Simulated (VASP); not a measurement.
# Mn: single point with PBE

Crystal: Mn.

```xyz
2
Lattice="0.0000 2.4425 2.4425 2.4425 0.0000 2.4425 2.4425 2.4425 0.0000" Properties=species:S:1:pos:R:3 pbc="T T T"
Mn    0.0000    0.0000    0.0000
Mn    1.2213    1.2213    1.2213
```

This isn't the form of Mn at room conditions, which is a 58-atom cubic cell.

```json
{
  "Program": "VASP 6.6.1",
  "Task": "single point",
  "Functional": "PBE",
  "Potentials or basis": "VASP PAW PBE potentials, release 64 (Mn_pv)",
  "Cutoff": "520 eV",
  "k mesh": "19 × 19 × 19",
  "Occupations": "fermi-dirac, width 0.0612256 eV",
  "Spin": "no spin polarisation"
}
```

| Item | Value |
| --- | --- |
| Pressure | 7.1 GPa |
| Band gap on the k mesh | zero (bands 13 and 14 overlap by 0.65 eV) |

Levels at points of the mesh, in eV from the Fermi level:
```csv
k point,band 11,band 12,band 13,band 14,band 15,band 16
"(0.00, 0.00, 0.00)",-1.77,-1.77,0.45,0.45,0.45,2.38
```

Wall time 47 s on 1 thread of Intel(R) Xeon(R) 6975P-C (Granite Rapids) (shared host), peak memory 0.23 GiB.

Caveat: the cell stands under pressure; the run has no spin polarisation, though such a crystal can be magnetic. Spin polarisation is off, so any magnetic state and its effect on volume and gap are missing.
